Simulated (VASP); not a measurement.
# CsNi3 (Pm-3m) in VASP: single point with PBE

Aim: the single point of CsNi3 with PBE.

Everything below comes from runs of VASP 6.6.1. Logs are shortened: lines on timing, memory, paths and dates and some standing lists are left out, and cuts for length are marked.

## 1. The cell of the first run

The structure is cubic, space group Pm-3m (No. 221). Conventional cell: a = 4.037 Å, b = 4.037 Å, c = 4.037 Å, α = 90.00°, β = 90.00°, γ = 90.00°. Cs (site symmetry m-3m) has 12 Ni at 2.85 Å within 3.8 Å. Ni (site symmetry 4/mmm) has 4 Cs at 2.85 Å and 8 Ni at 2.85 Å within 3.8 Å.

## 2. Single point, PBE, collinear spin, ferromagnetic start

Contents of INCAR:

```
PREC = Accurate ; ENCUT = 520
EDIFF = 1E-6 ; ISMEAR = 0
SIGMA = 0.1 ; LREAL = False
LASPH = True ; NELM = 150
ALGO = Normal ; ISIF = 2
LWAVE = False ; LCHARG = True
ISPIN = 2 ; MAGMOM = 0 0.51 0.51 0.51
LORBIT = 11 ; LMAXMIX = 4
GGA = PE ; LELF = True
LVHAR = True ; NBANDS = 32
```

Contents of KPOINTS:

```
Automatic mesh
0
Gamma
  12 12 12
```

Contents of POSCAR:

```
CsNi3
1.0
    4.0372110457      0.0000000000      0.0000000000
    0.0000000000      4.0372110457      0.0000000000
    0.0000000000      0.0000000000      4.0372110457
Cs Ni
1 3
Direct
    0.0000000000      0.0000000000      0.0000000000
    0.0000000000      0.5000000000      0.5000000000
    0.5000000000      0.0000000000      0.5000000000
    0.5000000000      0.5000000000      0.0000000000
```

Potentials or basis: VASP PAW PBE potentials, release 64 (Cs_sv, Ni).

Command:

```
cat potpaw_PBE.64/Cs_sv/POTCAR potpaw_PBE.64/Ni/POTCAR > POTCAR
mpirun -np 1 vasp_std > vasp.out
```

OUTCAR:

```text
PREC = Accurate
   ENCUT = 520
   EDIFF = 1E-6
   ISMEAR = 0
   LREAL = False
   LASPH = True
   NELM = 150
   ISIF = 2
   ISPIN = 2
   LORBIT = 11
   GGA = PE

 ion  position               nearest neighbor table
   1  0.000  0.000  0.000-   2 2.85   3 2.85   4 2.85   2 2.85   3 2.85   2 2.85   4 2.85   2 2.85
                             3 2.85   4 2.85   3 2.85   4 2.85
   2  0.000  0.500  0.500-   1 2.85   3 2.85   4 2.85   1 2.85   4 2.85   1 2.85   3 2.85   1 2.85
                             3 2.85   4 2.85   4 2.85   3 2.85
   3  0.500  0.000  0.500-   1 2.85   2 2.85   4 2.85   1 2.85   4 2.85   2 2.85   4 2.85   4 2.85
                             1 2.85   2 2.85   1 2.85   2 2.85
   4  0.500  0.500  0.000-   1 2.85   2 2.85   3 2.85   2 2.85   3 2.85   1 2.85   3 2.85   3 2.85
                             1 2.85   2 2.85   2 2.85   1 2.85

  LATTYP: Found a simple cubic cell.
 ALAT       =     4.0372110457

  Lattice vectors:

 A1 = (   4.0372110457,   0.0000000000,   0.0000000000)
 A2 = (   0.0000000000,   4.0372110457,   0.0000000000)
 A3 = (   0.0000000000,   0.0000000000,   4.0372110457)

Analysis of symmetry for initial positions (statically):
=====================================================================
 Subroutine PRICEL returns:
 Original cell was already a primitive cell.

 Routine SETGRP: Setting up the symmetry group for a
 simple cubic supercell.

 Subroutine GETGRP returns: Found 48 space group operations
 (whereof 48 operations were pure point group operations)
 out of a pool of 48 trial point group operations.

The static configuration has the point symmetry O_h .

Analysis of symmetry for dynamics (positions and initial velocities):
=====================================================================
 Subroutine PRICEL returns:
 Original cell was already a primitive cell.

 Routine SETGRP: Setting up the symmetry group for a
 simple cubic supercell.

 Subroutine GETGRP returns: Found 48 space group operations
 (whereof 48 operations were pure point group operations)
 out of a pool of 48 trial point group operations.

The dynamic configuration has the point symmetry O_h .

Analysis of structural, dynamic, and magnetic symmetry:
=====================================================================
 Subroutine PRICEL returns:
 Original cell was already a primitive cell.

 Routine SETGRP: Setting up the symmetry group for a
 simple cubic supercell.

[... 134 lines left out ...]
   LHFCALC =     F    Hartree Fock is set to
   AEXX    =    0.0000 exact exchange contribution
   IVDW    =     0    specifies the selected vdW correction
   LEPSILON=     F    determine dielectric tensor
   LRPA    =     F    only Hartree local field effects (RPA)
 spin polarized calculation
 Gauss-broadening in eV      SIGMA  =   0.10
  energy-cutoff  :      520.00
  volume of cell :       65.80
 maximum number of plane-waves:      1800
   NGX = 15   NGY = 15   NGZ = 15

 number of electron      38.9999975 magnetization       1.0904958

 Free energy of the ion-electron system (eV)
  ---------------------------------------------------
  ext. energy  EPLUGINS =         0.00000000
  ---------------------------------------------------
  free energy    TOTEN  =       -12.00193889 eV

  energy without entropy =      -11.97491872  energy(sigma->0) =      -11.98842880

 E-fermi :   6.4238     XC(G=0): -11.6754

 val. band max:        6.4192420591   @ k =   0.3333   0.3333   0.0833
 cond. band min:       6.4262264586   @ k =   0.1667   0.0833   0.0833
 fundamental gap:      0.0069843995
 Fermi energy:         6.4238005891

 spin component 1

 k-point     1 :       0.0000    0.0000    0.0000
  band No.  band energies     occupation
      1     -15.5989      1.00000
      2      -2.2984      1.00000
      3      -2.2984      1.00000
      4      -2.2984      1.00000
      5       1.5160      1.00000
      6       3.3520      1.00000
[... 805 lines left out ...]
     30      16.6788      0.00000
     31      19.0746      0.00000

 [... further k-points ...]

 spin component 2

 k-point     1 :       0.0000    0.0000    0.0000
  band No.  band energies     occupation
      1     -15.6113      1.00000
      2      -2.3226      1.00000
      3      -2.3226      1.00000
      4      -2.3226      1.00000
      5       1.5047      1.00000
      6       3.5235      1.00000
[... 805 lines left out ...]
     30      16.6871      0.00000
     31      19.0831      0.00000

 [... further k-points ...]

 [bands above 31 left out]

------------------------ aborting loop because EDIFF is reached ----------------------------------------

  FORCE on cell =-STRESS in cart. coord.  units (eV):
  Direction    XX          YY          ZZ          XY          YZ          ZX
  --------------------------------------------------------------------------------------
  -------------------------------------------------------------------------------------
  Total        0.6487002      0.6487002      0.6487002     -0.0000000     -0.0000000     -0.0000000
  in kB       15.7946581     15.7946581     15.7946581     -0.0000000     -0.0000000     -0.0000000
  external PRESSURE =      15.7946581 kB  Pullay stress =       0.0000000 kB

 VOLUME and BASIS-vectors are now :
 -----------------------------------------------------------------------------
  energy-cutoff  :      520.00
  volume of cell :       65.80
      direct lattice vectors                 reciprocal lattice vectors
     4.037211046  0.000000000  0.000000000     0.247695746  0.000000000  0.000000000
     0.000000000  4.037211046  0.000000000     0.000000000  0.247695746  0.000000000
     0.000000000  0.000000000  4.037211046     0.000000000  0.000000000  0.247695746

 POSITION                                       TOTAL-FORCE (eV/Angst)
 -----------------------------------------------------------------------------------
      0.00000      0.00000      0.00000         0.000000      0.000000      0.000000
      0.00000      2.01861      2.01861         0.000000      0.000000      0.000000
      2.01861      0.00000      2.01861         0.000000      0.000000      0.000000
      2.01861      2.01861      0.00000         0.000000      0.000000      0.000000
 -----------------------------------------------------------------------------------
    total drift:                                0.000000      0.000000     -0.000000

  FREE ENERGIE OF THE ION-ELECTRON SYSTEM (eV)
  ---------------------------------------------------
  free  energy   TOTEN  =       -12.0019388901 eV

  energy  without entropy=      -11.9749187194  energy(sigma->0) =      -11.98842880

 total charge

# of ion       s       p       d       tot
------------------------------------------
    1        1.866   4.414   0.388   6.669
    2        0.391   0.237   8.450   9.078
    3        0.391   0.237   8.450   9.078
    4        0.391   0.237   8.450   9.078
--------------------------------------------------
tot          3.039   5.126  25.738  33.902

 magnetization (x)

# of ion       s       p       d       tot
------------------------------------------
    1       -0.001   0.007  -0.020  -0.014
    2       -0.006  -0.008   0.413   0.399
    3       -0.006  -0.008   0.413   0.399
    4       -0.006  -0.008   0.413   0.399
--------------------------------------------------
tot         -0.019  -0.016   1.218   1.183
```

stdout:

```text
POSCAR found type information on POSCAR CsNi
 POSCAR found :  2 types and       4 ions
 scaLAPACK will be used
 LDA part: xc-table for (Slater+PW92), standard interpolation
 POSCAR, INCAR and KPOINTS ok, starting setup
 FFT: planning ... GRIDC
 FFT: planning ... GRID_SOFT
 FFT: planning ... GRID
 WAVECAR not read
 entering main loop
```

Wall time 8.9 min (1 thread of AMD EPYC 7R13, shared host); peak memory 0.33 GiB.

Results:

```
Free energy                                           : -12.0019 eV
Pressure                                              : 1.6 GPa
Net moment                                            : 1.09 μB per cell
Site moments                                          : Cs -0.01; Ni +0.40 μB
Valence electrons inside the program's atomic spheres : Cs 6.67; Ni 9.08
```

Caveat: spin-orbit coupling is left out, which moves the levels of the heavy elements.
